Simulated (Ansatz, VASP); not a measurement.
## Ti4HBr in VASP and in Ansatz

The input INCAR:

```
SYSTEM = Ti4HBr
ALGO     = Normal         ! electronic algorithm
EDIFF    = 1E-7           ! SCF threshold, eV
EDIFFG   = -0.01          ! ionic threshold
ENCUT    = 600            ! plane-wave cutoff, eV
GGA      = PE             ! functional
IBRION   = 2              ! ionic algorithm
ISIF     = 3              ! what is computed and relaxed
ISMEAR   = 0              ! smearing method
LASPH    = .TRUE.         ! aspherical terms in the spheres
LCHARG   = .FALSE.        ! write CHGCAR
LREAL    = .FALSE.        ! projectors in reciprocal space
LWAVE    = .FALSE.        ! write WAVECAR
NELM     = 80             ! most SCF steps
NSW      = 100            ! ionic steps
PREC     = Accurate       ! precision mode
SIGMA    = 0.1            ! smearing width, eV
```

KPOINTS

```
k-points
0
G
  8 8 8
  0 0 0
```

POSCAR

```
Ti4HBr
1.0
    0.0000000000      3.8027262558      3.8027262558
    3.8027262558      0.0000000000      3.8027262558
    3.8027262558      3.8027262558      0.0000000000
Ti H Br
4 1 1
Direct
    0.6339759421      0.1220080193      0.1220080193
    0.1220080193      0.1220080193      0.1220080193
    0.1220080193      0.6339759421      0.1220080193
    0.1220080193      0.1220080193      0.6339759421
    0.7500000000      0.7500000000      0.7500000000
    0.5000000000      0.5000000000      0.5000000000
```

Input for Ansatz:

```yaml
crystal:
  lattice:
    - [0.0, 3.8027262558, 3.8027262558]
    - [3.8027262558, 0.0, 3.8027262558]
    - [3.8027262558, 3.8027262558, 0.0]
  atoms:
    - { symbol: Ti, position: [0.6339759421, 0.1220080193, 0.1220080193] }
    - { symbol: Ti, position: [0.1220080193, 0.1220080193, 0.1220080193] }
    - { symbol: Ti, position: [0.1220080193, 0.6339759421, 0.1220080193] }
    - { symbol: Ti, position: [0.1220080193, 0.1220080193, 0.6339759421] }
    - { symbol: H, position: [0.75, 0.75, 0.75] }
    - { symbol: Br, position: [0.5, 0.5, 0.5] }
basis:
  ecutwfc: 420
kpoints:
  mp_grid: { grid: [8, 8, 8] }
hamiltonian:
  xc: pbe
scf:
  occupations: { method: gaussian, width: 0.1 }
output:
  forces: true
  stress: true
  eigenvalues: true
  write_density: true
  write_potential: true
  elf: true
  volumetric_format: npy
relax:
  adjacent_minimum: "off"
  f_tol: 0.01
  max_steps: 80
  cell: { stress_tol: 0.05 }
```

Change from the starting cell: species swapped into the TmNi4Au type (F-43m, No. 216).

Alike in both runs: task relaxation of cell and atoms; functional PBE; k mesh 8 × 8 × 8; occupations gaussian, width 0.1 eV; no spin polarisation.

|  | VASP | Ansatz |
| --- | --- | --- |
| version | VASP 6.6.1 | Ansatz 0.2.0 |
| potentials or method | VASP PAW PBE potentials, release 64 (Ti_sv, H, Br), cutoff 600 eV | scalar-relativistic, plane waves, PAW |
| valence electrons in the cell | 56 | 56 |

Ansatz gave:

```
gap on the k mesh at the Fermi level, each at its own relaxed structure (eV) : none
relaxed volume (Å³/atom)                                                     : 18.29
relaxed cell length with the largest relative difference (Å)                 : 5.374
```

Question: What did VASP give for the same quantities?

Answer: gap on the k mesh at the Fermi level, each at its own relaxed structure (eV): none; relaxed volume (Å³/atom): 18.24; relaxed cell length with the largest relative difference (Å): 5.369.

A gap of «none» marks a metal or a gap that the smearing closes.
